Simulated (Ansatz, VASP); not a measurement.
**NiO: VASP beside Ansatz**

Contents of POSCAR:

```
NiO
1.0
    2.0942984958      2.0942984958      0.0000000000
   -2.0942984958      2.0942984958      0.0000000000
    0.0000000000      0.0000000000      4.0210531119
Ni O
2 2
Direct
    0.0000000000      0.0000000000      0.0000000000
    0.5000000000      0.5000000000      0.5000000000
    0.5000000000      0.5000000000      0.0000000000
    0.0000000000      0.0000000000      0.5000000000
```

File INCAR.step1:

```
PREC = Accurate
ENCUT = 520
ISMEAR = 0
SIGMA = 0.02
LREAL = False
LASPH = True
NELM = 150
ISPIN = 2
MAGMOM = 1.82 1.82 0.32 0.32
LMAXMIX = 4
NBANDS = 28
GGA = PE
ALGO = Normal
EDIFF = 1E-4
LWAVE = True
LCHARG = False
```

The input INCAR.step2:

```
PREC = Accurate
ENCUT = 520
EDIFF = 1E-6
ISMEAR = 0
SIGMA = 0.02
LREAL = False
LASPH = True
NELM = 150
ALGO = Normal
ISIF = 2
LWAVE = False
LCHARG = False
ISPIN = 2
MAGMOM = 1.82 1.82 0.32 0.32
LORBIT = 11
LMAXMIX = 4
METAGGA = R2SCAN
LMIXTAU = True
NBANDS = 28
ISTART = 1
```

File KPOINTS:

```
Automatic mesh
0
Gamma
  10 10 8
```

Input for Ansatz:

```yaml
crystal:
  lattice:
    - [2.0942984958, 2.0942984958, 0.0]
    - [-2.0942984958, 2.0942984958, 0.0]
    - [0.0, 0.0, 4.0210531119]
  atoms:
    - { symbol: Ni, position: [0.0, 0.0, 0.0], spin: 1.82 }
    - { symbol: Ni, position: [0.5, 0.5, 0.5], spin: 1.82 }
    - { symbol: O, position: [0.5, 0.5, 0.0], spin: 0.32 }
    - { symbol: O, position: [0.0, 0.0, 0.5], spin: 0.32 }
basis:
  ecutwfc: 500
kpoints:
  mp_grid: { grid: [10, 10, 8] }
  band_path: { path: [VBM, CBM], npoints: 2 }
hamiltonian:
  xc: r2scan
scf:
  occupations: { method: gaussian, width: 0.02 }
output:
  forces: true
  stress: true
  eigenvalues: true
  populations: true
magnetization:
  spin_polarized: true
checkpoint:
  read: start.run
  write: ck
  compress: false
  write_wavefunctions: false
  write_every: 100000
```

Alike in both runs: task single point; functional r2SCAN; k mesh 10 × 10 × 8; occupations gaussian, width 0.02 eV; collinear spin.

```csv
,VASP,Ansatz
version,VASP 6.6.1,Ansatz 0.2.0
potentials or method,"VASP PAW PBE potentials, release 64 (Ni, O), cutoff 520 eV","scalar-relativistic, plane waves, PAW"
valence electrons in the cell,32,48
```

Ansatz gave:

* gap on the k mesh at the Fermi level (eV): 0.43
* least direct gap on the mesh (eV): 1.49
* pressure (GPa): 10.4
* traceless stress, the component that is largest in VASP (GPa): 9.12
* net moment per atom (μB): 1.00
* size of the moment on the site where the two differ most (μB): 1.65

**Question.** Which values does VASP return?

**Answer.** gap on the k mesh at the Fermi level (eV): 0.36; least direct gap on the mesh (eV): 1.42; pressure (GPa): 10.5; traceless stress, the component that is largest in VASP (GPa): 9.31; net moment per atom (μB): 1.00; size of the moment on the site where the two differ most (μB): 1.69.

VASP's potentials were made for PBE, not for r2SCAN. Site moments also hang on the region over which each program counts them. With one functional, cell and mesh, what is left measures potentials, basis and numerics. VASP's potentials hold 32 valence electrons a cell and Ansatz's 48, so a difference there can come from the potentials and not from the codes. Ansatz's warnings: stability check not made.
